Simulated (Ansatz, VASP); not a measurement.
# Se in VASP and in Ansatz

The input INCAR:

```
SYSTEM = Se
  PREC = Accurate
  ENCUT = 520
  EDIFF = 1E-7
  ISMEAR = -1
  SIGMA = 0.1
  LREAL = .FALSE.
  LASPH = .TRUE.
  NELM = 60
  ALGO = Normal
  ISIF = 2
  LWAVE = .FALSE.
  LCHARG = .FALSE.
  GGA = RP
  NBANDS = 16
```

KPOINTS

```
Automatic mesh
0
G
  9 9 10
  0 0 0
```

POSCAR

```
Se
1.0
    4.7097166520      0.0000000000      0.0000000000
   -2.3548583260      4.0787342653      0.0000000000
    0.0000000000      0.0000000000      3.4560259738
Se
3
Direct
    1.0000000000      0.0000000000      0.0000000000
    0.3333333333      0.6666666667      0.5000000000
    0.6666666667      0.3333333333      0.5000000000
```

Input for Ansatz:

```yaml
crystal:
  lattice:
    - [4.709716652, 0.0, 0.0]
    - [-2.354858326, 4.0787342653, 0.0]
    - [0.0, 0.0, 3.4560259738]
  atoms:
    - { symbol: Se, position: [1.0, 0.0, 0.0] }
    - { symbol: Se, position: [0.3333333333, 0.6666666667, 0.5] }
    - { symbol: Se, position: [0.6666666667, 0.3333333333, 0.5] }
hamiltonian:
  xc: rpbe
  pseudopotentials:
    kind: paw
    azcp:
      Se: "pseudopotentials/Se.paw.azcp"
basis:
  ecutwfc: 420
  fft_grid_basis: typed
kpoints:
  mp_grid: { grid: [9, 9, 10], shift: [0, 0, 0] }
magnetization:
  spin_polarized: false
scf:
  occupations: { method: fermi_dirac, width: 0.1 }
  lower_state_search: "off"
output:
  stress: true
```

Alike in both runs: task single point; functional RPBE; k mesh 9 × 9 × 10; occupations fermi-dirac, width 0.1 eV; no spin polarisation.

|  | VASP | Ansatz |
| --- | --- | --- |
| version | VASP 6.6.1 | Ansatz 0.2.0 |
| potentials or method | VASP PAW PBE potentials, release 64 (Se), cutoff 520 eV | plane waves (420 eV) with PAW, scalar-relativistic |
| valence electrons in the cell | 18 | 48 |

|  | VASP | Ansatz | Ansatz less VASP |
| --- | --- | --- | --- |
| pressure (GPa) | -0.1 | 0.0 | +0.02 |
| traceless stress, the component that is largest in VASP (GPa) | 0.31 | 0.29 | -0.018 |

VASP's potentials were made for PBE, not for RPBE. With one functional, cell and mesh, what is left measures potentials, basis and numerics. VASP's potentials hold 18 valence electrons a cell and Ansatz's 48, so a difference there can come from the potentials and not from the codes.
